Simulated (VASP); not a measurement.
AlNi5:

```
Al Ni
1.0
     2.49457    0.00000    0.00000
     0.00000    2.49457    0.00000
     0.00000    0.00000   10.58355
Al Ni
1 5
Direct
  0.00000 0.00000 0.00000
  0.50000 0.50000 0.16667
  0.00000 0.00000 0.33333
  0.50000 0.50000 0.50000
  0.00000 0.00000 0.66667
  0.50000 0.50000 0.83333
```

* Program: VASP 6.6.1
* Task: relaxation of cell and atoms
* Functional: PBE
* Potentials or basis: VASP PAW PBE potentials, release 64 (Al, Ni)
* Cutoff: 600 eV
* k mesh: 6 × 6 × 2
* Occupations: gaussian, width 0.1 eV
* Spin: collinear spin, ferromagnetic start
* Starting moments: [0.0, 2.0, 2.0, 2.0, 2.0, 2.0] μB

At the start: pressure 5.1 GPa; volume 10.98 Å³/atom.

Task: Where does the relaxation end?

Result: Over 9 steps the energy falls by 23.6 meV/atom and the volume is 11.26 Å³/atom (+2.6 %); space group P4/mmm (No. 123, to 0.05 Å); moment 1.55 μB per cell.

The path:
| step | energy change (eV) | largest force (eV/Å) | pressure (GPa) | volume (Å³) |
| --- | --- | --- | --- | --- |
| 1 | 0.0000 | 0.3004 | 5.10 | 65.86 |
| 2 | -0.0719 | 0.1177 | -4.05 | 69.22 |
| 3 | -0.0756 | 0.1522 | -2.49 | 68.57 |
| 4 | -0.1207 | 0.0400 | -0.71 | 67.89 |
| 5 | -0.1343 | 0.1241 | 0.66 | 67.39 |
| 6 | -0.1352 | 0.1502 | 1.09 | 67.23 |
| 7 | -0.1404 | 0.0819 | -0.56 | 67.85 |
| 8 | -0.1405 | 0.0873 | -0.46 | 67.81 |
| 9 | -0.1415 | 0.0201 | 0.12 | 67.59 |

Final structure:
```cif
data_structure
_symmetry_space_group_name_H-M 'P 1'
_symmetry_Int_Tables_number 1
_cell_length_a 2.5969
_cell_length_b 2.5969
_cell_length_c 10.0220
_cell_angle_alpha 90.000
_cell_angle_beta 90.000
_cell_angle_gamma 90.000
_cell_volume 67.59
loop_
_atom_site_label
_atom_site_type_symbol
_atom_site_fract_x
_atom_site_fract_y
_atom_site_fract_z
_atom_site_occupancy
Al1 Al 0.00000 0.00000 0.00000 1
Ni1 Ni 0.50000 0.50000 0.16568 1
Ni2 Ni 0.00000 0.00000 0.33608 1
Ni3 Ni 0.50000 0.50000 0.50000 1
Ni4 Ni 0.00000 0.00000 0.66392 1
Ni5 Ni 0.50000 0.50000 0.83432 1
```

Caveat: the k points lie up to 0.40 Å⁻¹ apart in the final cell.
